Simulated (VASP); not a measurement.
# ZrN (Fm-3m) in VASP: notebook, part 2 of 3

VASP 6.6.1. Earlier steps stand in the parts before.

## Step 3: Electric field gradients, PBE

This run uses another cell than the first one, of 11.92 Å³/atom, 0.980 times its volume.

Input file INCAR:

```
SYSTEM = ZrN
PREC     = Accurate       ! precision mode
ENCUT    = 520            ! plane-wave cutoff, eV
EDIFF    = 1E-8           ! SCF threshold, eV
ISMEAR   = -1             ! smearing method
SIGMA    = 0.01           ! smearing width, eV
LREAL    = .FALSE.        ! projectors in reciprocal space
LASPH    = .TRUE.         ! aspherical terms in the spheres
NELM     = 120            ! most SCF steps
ALGO     = Normal         ! electronic algorithm
ISIF     = 2              ! what is computed and relaxed
LWAVE    = .FALSE.        ! write WAVECAR
LCHARG   = .FALSE.        ! write CHGCAR
GGA      = PE             ! functional
LEFG     = .TRUE.       
NBANDS   = 16             ! bands
GGA_COMPAT= .FALSE.
```

Input file KPOINTS:

```
regular mesh
0
G
  9 9 9
  0 0 0
```

Input file POSCAR:

```
ZrN
1.0
    0.0000000000      2.2842300000      2.2842300000
    2.2842300000      0.0000000000      2.2842300000
    2.2842300000      2.2842300000      0.0000000000
Zr N
1 1
Direct
    0.0000000000      0.0000000000      0.0000000000
    0.5000000000      0.5000000000      0.5000000000
```

Potentials or basis: VASP PAW PBE potentials, release 64 (Zr_sv, N).

Launch:

```sh
$ cat potpaw_PBE.64/Zr_sv/POTCAR potpaw_PBE.64/N/POTCAR > POTCAR
$ mpirun -np 1 vasp_std > vasp.out
```

OUTCAR:

```text
SYSTEM = ZrN
   PREC = Accurate
   ENCUT = 520
   EDIFF = 1E-8
   ISMEAR = -1
   LREAL = .FALSE.
   LASPH = .TRUE.
   NELM = 120
   ISIF = 2
   GGA = PE

 ion  position               nearest neighbor table
   1  0.000  0.000  0.000-   2 2.28   2 2.28   2 2.28   2 2.28   2 2.28   2 2.28
   2  0.500  0.500  0.500-   1 2.28   1 2.28   1 2.28   1 2.28   1 2.28   1 2.28

  LATTYP: Found a face centered cubic cell.
 ALAT       =     4.5684600000

  Lattice vectors:

 A1 = (   0.0000000000,   2.2842300000,   2.2842300000)
 A2 = (   2.2842300000,   0.0000000000,   2.2842300000)
 A3 = (   2.2842300000,   2.2842300000,   0.0000000000)

Analysis of symmetry for initial positions (statically):
=====================================================================
 Subroutine PRICEL returns:
 Original cell was already a primitive cell.

 Routine SETGRP: Setting up the symmetry group for a
 face centered cubic supercell.

 Subroutine GETGRP returns: Found 48 space group operations
 (whereof 48 operations were pure point group operations)
 out of a pool of 48 trial point group operations.

The static configuration has the point symmetry O_h .

Analysis of symmetry for dynamics (positions and initial velocities):
=====================================================================
 Subroutine PRICEL returns:
 Original cell was already a primitive cell.

 Routine SETGRP: Setting up the symmetry group for a
 face centered cubic supercell.

 Subroutine GETGRP returns: Found 48 space group operations
 (whereof 48 operations were pure point group operations)
 out of a pool of 48 trial point group operations.

The dynamic configuration has the point symmetry O_h .

[... 150 lines left out ...]
 Fermi energy:        12.0832710528

 k-point     1 :       0.0000    0.0000    0.0000
  band No.  band energies     occupation
      1     -37.4510      2.00000
      2     -15.0610      2.00000
      3     -15.0610      2.00000
      4     -15.0610      2.00000
      5      -4.2139      2.00000
      6       9.4323      2.00000
[... 433 lines left out ...]
      3     -15.4195      2.00000
      4     -15.4195      2.00000
      5      -3.6405      2.00000
      6       7.3446      2.00000
[... 8 lines left out ...]
     15      22.7327      0.00000
     16      27.9356      0.00000

 [... further k-points ...]
[... 5 lines left out ...]
  --------------------------------------------------------------------------------------
  -------------------------------------------------------------------------------------
  Total        0.6994761      0.6994761      0.6994761      0.0000000     -0.0000000      0.0000000
  in kB       47.0147347     47.0147347     47.0147347      0.0000000     -0.0000000      0.0000000
  external PRESSURE =      47.0147347 kB  Pullay stress =       0.0000000 kB

 VOLUME and BASIS-vectors are now :
 -----------------------------------------------------------------------------
  energy-cutoff  :      520.00
  volume of cell :       23.84
      direct lattice vectors                 reciprocal lattice vectors
     0.000000000  2.284230000  2.284230000    -0.218892143  0.218892143  0.218892143
     2.284230000  0.000000000  2.284230000     0.218892143 -0.218892143  0.218892143
     2.284230000  2.284230000  0.000000000     0.218892143  0.218892143 -0.218892143

 POSITION                                       TOTAL-FORCE (eV/Angst)
 -----------------------------------------------------------------------------------
      0.00000      0.00000      0.00000         0.000000      0.000000      0.000000
      2.28423      2.28423      2.28423         0.000000      0.000000     -0.000000
 -----------------------------------------------------------------------------------
    total drift:                                0.000000     -0.000000     -0.000000

  FREE ENERGIE OF THE ION-ELECTRON SYSTEM (eV)
  ---------------------------------------------------
  free  energy   TOTEN  =       -20.3665441237 eV

  energy  without entropy=      -20.3655554365  energy(sigma->0) =      -20.36604978

 Electric field gradients (V/A^2)
---------------------------------------------------------------------
 ion       V_xx      V_yy      V_zz      V_xy      V_xz      V_yz
---------------------------------------------------------------------
   1      -0.000     0.000     0.000    -0.000    -0.000    -0.000
   2      -0.000     0.000    -0.000     0.001     0.001     0.001
---------------------------------------------------------------------

 Electric field gradients after diagonalization (V/A^2)
 (convention: |V_zz| > |V_xx| > |V_yy|)
----------------------------------------------------------------------
 ion       V_xx      V_yy      V_zz     asymmetry (V_yy - V_xx)/ V_zz
----------------------------------------------------------------------
   1       0.000     0.000    -0.000       0.000
   2      -0.001    -0.001     0.003       0.000
----------------------------------------------------------------------

           NMR quadrupolar parameters

 Cq : quadrupolar parameter    Cq=e*Q*V_zz/h
 eta: asymmetry parameters     (V_yy - V_xx)/ V_zz
 Q  : nuclear electric quadrupole moment in mb (millibarn)
----------------------------------------------------------------------
 ion       Cq(MHz)       eta       Q (mb)
----------------------------------------------------------------------
   1      -0.000       0.000       1.000
   2       0.000       0.000       1.000
----------------------------------------------------------------------
```

OSZICAR:

```text
N       E                     dE             d eps       ncg     rms          rms(c)
DAV:   1     0.113638921968E+03    0.11364E+03   -0.91301E+03  1120   0.105E+03
DAV:   2    -0.190767439020E+02   -0.13272E+03   -0.12517E+03  1424   0.303E+02
DAV:   3    -0.237460230130E+02   -0.46693E+01   -0.46438E+01  1608   0.521E+01
DAV:   4    -0.238334900098E+02   -0.87467E-01   -0.87401E-01  1480   0.597E+00
DAV:   5    -0.238353321275E+02   -0.18421E-02   -0.18421E-02  1504   0.659E-01    0.222E+01
DAV:   6    -0.205181325795E+02    0.33172E+01   -0.71913E+00  1288   0.254E+01    0.853E+00
DAV:   7    -0.203945692636E+02    0.12356E+00   -0.52360E-01  1336   0.651E+00    0.689E+00
DAV:   8    -0.203804513862E+02    0.14118E-01   -0.21608E-01  1496   0.423E+00    0.376E+00
DAV:   9    -0.203667363277E+02    0.13715E-01   -0.46464E-02  1240   0.205E+00    0.113E+00
DAV:  10    -0.203665630920E+02    0.17324E-03   -0.22575E-03  1368   0.506E-01    0.111E-01
DAV:  11    -0.203665520037E+02    0.11088E-04   -0.70448E-05  1376   0.647E-02    0.911E-02
DAV:  12    -0.203665446866E+02    0.73170E-05   -0.13420E-05  1312   0.306E-02    0.347E-03
DAV:  13    -0.203665442369E+02    0.44970E-06   -0.25163E-07  1376   0.550E-03    0.235E-03
DAV:  14    -0.203665441047E+02    0.13220E-06   -0.14921E-08  1448   0.101E-03    0.626E-04
DAV:  15    -0.203665441285E+02   -0.23809E-07   -0.22992E-09   792   0.462E-04    0.180E-04
DAV:  16    -0.203665441237E+02    0.48171E-08   -0.51101E-10   736   0.153E-04
   1 F= -.20366544E+02 E0= -.20366050E+02  d E =-.988687E-03
```

stdout:

```text
POSCAR found type information on POSCAR ZrN
 POSCAR found :  2 types and       2 ions
 scaLAPACK will be used
 LDA part: xc-table for (Slater+PW92), standard interpolation
 POSCAR, INCAR and KPOINTS ok, starting setup
 FFT: planning ... GRIDC
 FFT: planning ... GRID_SOFT
 FFT: planning ... GRID
 WAVECAR not read
 entering main loop
ion   1

ion   2
```

Wall time 7.8 s (1 thread of Intel Xeon 6975P-C (Granite Rapids), shared host); peak memory 0.14 GiB.

What came out:

| Property | Result |
| --- | --- |
| Free energy | -20.3665 eV |
| Pressure | 4.7 GPa |

Caveat: without QUAD_EFG the Cq values of the log hold for a quadrupole moment of 1 mb, not for the nuclei.

## Step 4: Electric field gradients, PBE

This run uses another cell than the first one, of 11.92 Å³/atom, 0.980 times its volume.

Input file INCAR:

```
  ALGO = Normal
  EDIFF = 1E-8
  ENCUT = 520
  GGA = PE
  GGA_COMPAT = False
  ISIF = 2
  ISMEAR = -1
  LASPH = True
  LCHARG = False
  LEFG = True
  LREAL = False
  LWAVE = False
  NBANDS = 16
  NELM = 120
  PREC = Accurate
  SIGMA = 0.01
```

Input file KPOINTS:

```
k-points
0
Gamma
  9 9 9
```

POSCAR is that of step 3.

Potentials or basis: VASP PAW PBE potentials, release 64 (Zr_sv, N).

Launch:

```sh
$ cat potpaw_PBE.64/Zr_sv/POTCAR potpaw_PBE.64/N/POTCAR > POTCAR
$ mpirun -np 1 vasp_std > vasp.out
```

OUTCAR:

```text
EDIFF = 1E-8
   ENCUT = 520
   GGA = PE
   ISIF = 2
   ISMEAR = -1
   LASPH = True
   LREAL = False
   NELM = 120
   PREC = Accurate

 ion  position               nearest neighbor table
   1  0.000  0.000  0.000-   2 2.28   2 2.28   2 2.28   2 2.28   2 2.28   2 2.28
   2  0.500  0.500  0.500-   1 2.28   1 2.28   1 2.28   1 2.28   1 2.28   1 2.28

  LATTYP: Found a face centered cubic cell.
 ALAT       =     4.5684600000

  Lattice vectors:

 A1 = (   0.0000000000,   2.2842300000,   2.2842300000)
 A2 = (   2.2842300000,   0.0000000000,   2.2842300000)
 A3 = (   2.2842300000,   2.2842300000,   0.0000000000)

Analysis of symmetry for initial positions (statically):
=====================================================================
 Subroutine PRICEL returns:
 Original cell was already a primitive cell.

 Routine SETGRP: Setting up the symmetry group for a
 face centered cubic supercell.

 Subroutine GETGRP returns: Found 48 space group operations
 (whereof 48 operations were pure point group operations)
 out of a pool of 48 trial point group operations.

The static configuration has the point symmetry O_h .

Analysis of symmetry for dynamics (positions and initial velocities):
=====================================================================
 Subroutine PRICEL returns:
 Original cell was already a primitive cell.

 Routine SETGRP: Setting up the symmetry group for a
 face centered cubic supercell.

 Subroutine GETGRP returns: Found 48 space group operations
 (whereof 48 operations were pure point group operations)
 out of a pool of 48 trial point group operations.

The dynamic configuration has the point symmetry O_h .

 Subroutine INISYM returns: Found 48 space group operations
 (whereof 48 operations are pure point group operations),
 and found     1 'primitive' translations

----------------------------------------------------------------------------------------

                                     Primitive cell

  volume of cell :      23.8369

  direct lattice vectors                    reciprocal lattice vectors
     0.000000000  2.284230000  2.284230000    -0.218892143  0.218892143  0.218892143
     2.284230000  0.000000000  2.284230000     0.218892143 -0.218892143  0.218892143
     2.284230000  2.284230000  0.000000000     0.218892143  0.218892143 -0.218892143

  length of vectors
     3.230389046  3.230389046  3.230389046     0.379132313  0.379132313  0.379132313

  position of ions in fractional coordinates (direct lattice)
     0.000000000  0.000000000  0.000000000
     0.500000000  0.500000000  0.500000000

  ion indices of the primitive-cell ions
   primitive index   ion index
                 1           1
                 2           2

----------------------------------------------------------------------------------------

 KPOINTS: k-points

Automatic generation of k-mesh.
 Grid dimensions read from file:
 generate k-points for:    9    9    9

 Generating k-lattice:

[... 63 lines left out ...]
   EDIFFG = 0.1E-06   stopping-criterion for IOM
   NSW    =      0    number of steps for IOM
   IBRION =     -1    ionic relax: 0-MD 1-quasi-New 2-CG
   NFREE  =      0    steps in history (QN), initial steepest desc. (CG)
   ISIF   =      2    stress and relaxation
   ISYM   =      2    0-nonsym 1-usesym 2-fastsym
   POTIM  = 0.5000    time-step for ionic-motion
   TEBEG  =    0.0;   TEEND  =   0.0 temperature during run
   PSTRESS=    0.0 pullay stress
   NELECT =      17.0000    total number of electrons
   NUPDOWN=      -1.0000    fix difference up-down
   EMIN   =  10.00;   EMAX   =-10.00  energy-range for DOS
   EFERMI =   0.00;   METHOD = LEGACY
   ISMEAR =    -1;   SIGMA  =   0.01  broadening in eV -4-tet -1-fermi 0-gaus
   EFERMI_NEDOS =   21; number of points for ismear=-14 and -15
   IALGO  =     38    algorithm
   IMIX   =      4    mixing-type and parameters
     AMIX     =   0.40;   BMIX     =  1.00
     AMIX_MAG =   1.60;   BMIX_MAG =  1.00
  volume/ion in A,a.u.               =      11.92        80.43
  Fermi-wavevector in a.u.,A,eV,Ry     =   1.462653  2.764013 29.107676  2.139354
  Thomas-Fermi vector in A             =   2.578841
   LORBIT       =      0    0 simple, 1 ext, 2 COOP (PROOUT), +10 PAW based schemes
   GGA     = PE    functional components
   LHFCALC =     F    Hartree Fock is set to
   AEXX    =    0.0000 exact exchange contribution
   IVDW    =     0    specifies the selected vdW correction
   LEPSILON=     F    determine dielectric tensor
   LRPA    =     F    only Hartree local field effects (RPA)
 non-spin polarized calculation
  energy-cutoff  :      520.00
  volume of cell :       23.84
 maximum number of plane-waves:       652
   NGX = 13   NGY = 13   NGZ = 13

 number of electron      16.9999999 magnetization

 Free energy of the ion-electron system (eV)
  ---------------------------------------------------
  ext. energy  EPLUGINS =         0.00000000
  ---------------------------------------------------
  free energy    TOTEN  =       -20.36654412 eV

  energy without entropy =      -20.36555544  energy(sigma->0) =      -20.36604978

 E-fermi :  12.0833     XC(G=0): -12.5608

 val. band max:       12.0632542665   @ k =   0.1111   0.0000   0.0000
 cond. band min:      12.0907589914   @ k =   0.4444   0.2222   0.1111
 fundamental gap:      0.0275047249
 Fermi energy:        12.0832710528

 k-point     1 :       0.0000    0.0000    0.0000
  band No.  band energies     occupation
      1     -37.4510      2.00000
      2     -15.0610      2.00000
      3     -15.0610      2.00000
      4     -15.0610      2.00000
      5      -4.2139      2.00000
      6       9.4323      2.00000
[... 433 lines left out ...]
      3     -15.4195      2.00000
      4     -15.4195      2.00000
      5      -3.6405      2.00000
      6       7.3446      2.00000
[... 8 lines left out ...]
     15      22.7327      0.00000
     16      27.9356      0.00000

 [... further k-points ...]
[... 5 lines left out ...]
  --------------------------------------------------------------------------------------
  -------------------------------------------------------------------------------------
  Total        0.6994761      0.6994761      0.6994761      0.0000000     -0.0000000      0.0000000
  in kB       47.0147347     47.0147347     47.0147347      0.0000000     -0.0000000      0.0000000
  external PRESSURE =      47.0147347 kB  Pullay stress =       0.0000000 kB

 VOLUME and BASIS-vectors are now :
 -----------------------------------------------------------------------------
  energy-cutoff  :      520.00
  volume of cell :       23.84
      direct lattice vectors                 reciprocal lattice vectors
     0.000000000  2.284230000  2.284230000    -0.218892143  0.218892143  0.218892143
     2.284230000  0.000000000  2.284230000     0.218892143 -0.218892143  0.218892143
     2.284230000  2.284230000  0.000000000     0.218892143  0.218892143 -0.218892143

 POSITION                                       TOTAL-FORCE (eV/Angst)
 -----------------------------------------------------------------------------------
      0.00000      0.00000      0.00000         0.000000      0.000000      0.000000
      2.28423      2.28423      2.28423         0.000000      0.000000     -0.000000
 -----------------------------------------------------------------------------------
    total drift:                                0.000000     -0.000000     -0.000000

  FREE ENERGIE OF THE ION-ELECTRON SYSTEM (eV)
  ---------------------------------------------------
  free  energy   TOTEN  =       -20.3665441237 eV

  energy  without entropy=      -20.3655554365  energy(sigma->0) =      -20.36604978

 Electric field gradients (V/A^2)
---------------------------------------------------------------------
 ion       V_xx      V_yy      V_zz      V_xy      V_xz      V_yz
---------------------------------------------------------------------
   1      -0.000     0.000     0.000    -0.000    -0.000    -0.000
   2      -0.000     0.000    -0.000     0.001     0.001     0.001
---------------------------------------------------------------------

 Electric field gradients after diagonalization (V/A^2)
 (convention: |V_zz| > |V_xx| > |V_yy|)
----------------------------------------------------------------------
 ion       V_xx      V_yy      V_zz     asymmetry (V_yy - V_xx)/ V_zz
----------------------------------------------------------------------
   1       0.000     0.000    -0.000       0.000
   2      -0.001    -0.001     0.003       0.000
----------------------------------------------------------------------

           NMR quadrupolar parameters

 Cq : quadrupolar parameter    Cq=e*Q*V_zz/h
 eta: asymmetry parameters     (V_yy - V_xx)/ V_zz
 Q  : nuclear electric quadrupole moment in mb (millibarn)
----------------------------------------------------------------------
 ion       Cq(MHz)       eta       Q (mb)
----------------------------------------------------------------------
   1      -0.000       0.000       1.000
   2       0.000       0.000       1.000
----------------------------------------------------------------------
```

OSZICAR:

```text
N       E                     dE             d eps       ncg     rms          rms(c)
DAV:   1     0.113638921968E+03    0.11364E+03   -0.91301E+03  1120   0.105E+03
DAV:   2    -0.190767439020E+02   -0.13272E+03   -0.12517E+03  1424   0.303E+02
DAV:   3    -0.237460230130E+02   -0.46693E+01   -0.46438E+01  1608   0.521E+01
DAV:   4    -0.238334900098E+02   -0.87467E-01   -0.87401E-01  1480   0.597E+00
DAV:   5    -0.238353321275E+02   -0.18421E-02   -0.18421E-02  1504   0.659E-01    0.222E+01
DAV:   6    -0.205181325795E+02    0.33172E+01   -0.71913E+00  1288   0.254E+01    0.853E+00
DAV:   7    -0.203945692636E+02    0.12356E+00   -0.52360E-01  1336   0.651E+00    0.689E+00
DAV:   8    -0.203804513862E+02    0.14118E-01   -0.21608E-01  1496   0.423E+00    0.376E+00
DAV:   9    -0.203667363277E+02    0.13715E-01   -0.46464E-02  1240   0.205E+00    0.113E+00
DAV:  10    -0.203665630920E+02    0.17324E-03   -0.22575E-03  1368   0.506E-01    0.111E-01
DAV:  11    -0.203665520037E+02    0.11088E-04   -0.70448E-05  1376   0.647E-02    0.911E-02
DAV:  12    -0.203665446866E+02    0.73170E-05   -0.13420E-05  1312   0.306E-02    0.347E-03
DAV:  13    -0.203665442369E+02    0.44970E-06   -0.25163E-07  1376   0.550E-03    0.235E-03
DAV:  14    -0.203665441047E+02    0.13220E-06   -0.14921E-08  1448   0.101E-03    0.626E-04
DAV:  15    -0.203665441285E+02   -0.23809E-07   -0.22992E-09   792   0.462E-04    0.180E-04
DAV:  16    -0.203665441237E+02    0.48171E-08   -0.51101E-10   736   0.153E-04
   1 F= -.20366544E+02 E0= -.20366050E+02  d E =-.988687E-03
```

stdout:

```text
POSCAR found type information on POSCAR ZrN
 POSCAR found :  2 types and       2 ions
 scaLAPACK will be used
 LDA part: xc-table for (Slater+PW92), standard interpolation
 POSCAR, INCAR and KPOINTS ok, starting setup
 FFT: planning ... GRIDC
 FFT: planning ... GRID_SOFT
 FFT: planning ... GRID
 WAVECAR not read
 entering main loop
ion   1

ion   2
```

It took 6.6 s on 1 thread of Intel Xeon 6975P-C (Granite Rapids), shared host; peak memory 0.14 GiB.

Results:

| Property | Result |
| --- | --- |
| Free energy | -20.3665 eV |
| Pressure | 4.7 GPa |

Caveat: without QUAD_EFG the Cq values of the log hold for a quadrupole moment of 1 mb, not for the nuclei.

(Part 2 of 3 ends here.)
